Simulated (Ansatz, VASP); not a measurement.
Two plane-wave programs on LiTi2P3

Contents of INCAR:

```
  PREC = Accurate
  ENCUT = 600
  EDIFF = 1E-6
  ISMEAR = 0
  SIGMA = 0.1
  LREAL = F
  LASPH = T
  NELM = 60
  ALGO = Normal
  ISIF = 3
  LWAVE = F
  LCHARG = F
  GGA = PE
  IBRION = 2
  NSW = 90
  EDIFFG = -0.04
```

Contents of KPOINTS:

```
Automatic mesh
0
Gamma
  6 6 2
```

File POSCAR:

```
LiTi2P3
1.0
    3.4778419200      0.0000000000      0.0000000000
   -1.7389209600      3.0118994600      0.0000000000
    0.0000000000      0.0000000000      8.5940003300
Li Ti P
1 2 3
Direct
    0.0000000000      0.0000000000      0.0000000000
    0.3333333300      0.6666666700      0.3366513800
    0.6666666700      0.3333333300      0.6633486200
    0.3333333300      0.6666666700      0.8266972400
    0.6666666700      0.3333333300      0.1733027600
    0.0000000000      0.0000000000      0.5000000000
```

Input for Ansatz:

```yaml
crystal:
  lattice:
    - [3.47784192, 0.0, 0.0]
    - [-1.73892096, 3.01189946, 0.0]
    - [0.0, 0.0, 8.59400033]
  atoms:
    - { symbol: Li, position: [0.0, 0.0, 0.0] }
    - { symbol: Ti, position: [0.33333333, 0.66666667, 0.33665138] }
    - { symbol: Ti, position: [0.66666667, 0.33333333, 0.66334862] }
    - { symbol: P, position: [0.33333333, 0.66666667, 0.82669724] }
    - { symbol: P, position: [0.66666667, 0.33333333, 0.17330276] }
    - { symbol: P, position: [0.0, 0.0, 0.5] }
basis:
  ecutwfc: 420
kpoints:
  mp_grid: { grid: [6, 6, 2] }
hamiltonian:
  xc: pbe
scf:
  occupations: { method: gaussian, width: 0.1 }
  lower_state_search: "off"
output:
  forces: true
  stress: true
  eigenvalues: true
relax:
  adjacent_minimum: "off"
  f_tol: 0.04
  max_steps: 70
  cell: { stress_tol: 0.4 }
```

Alike in both runs: task relaxation of cell and atoms; functional PBE; k mesh 6 × 6 × 2; occupations gaussian, width 0.1 eV; no spin polarisation.

```csv
,VASP,Ansatz
version,VASP 6.6.1,Ansatz 0.2.0
potentials or method,"VASP PAW PBE potentials, release 64 (Li_sv, Ti_sv, P), cutoff 600 eV","scalar-relativistic, plane waves, PAW"
valence electrons in the cell,42,42
```

```tsv
	VASP	Ansatz	Ansatz less VASP
gap on the k mesh at the Fermi level, each at its own relaxed structure (eV)	none	none	-
relaxed volume (Å³/atom)	16.31	16.33	+0.016
relaxed length of the cell vector where the two differ most in proportion (Å)	3.509	3.512	+0.0027
```

A gap of «none» marks a metal or a gap that the smearing closes.

The k mesh is coarse, so the values compare programs but aren't converged. Noted on VASP's run: the cutoff is under 1.25 times that of the potentials, so the pressure is a little rough.
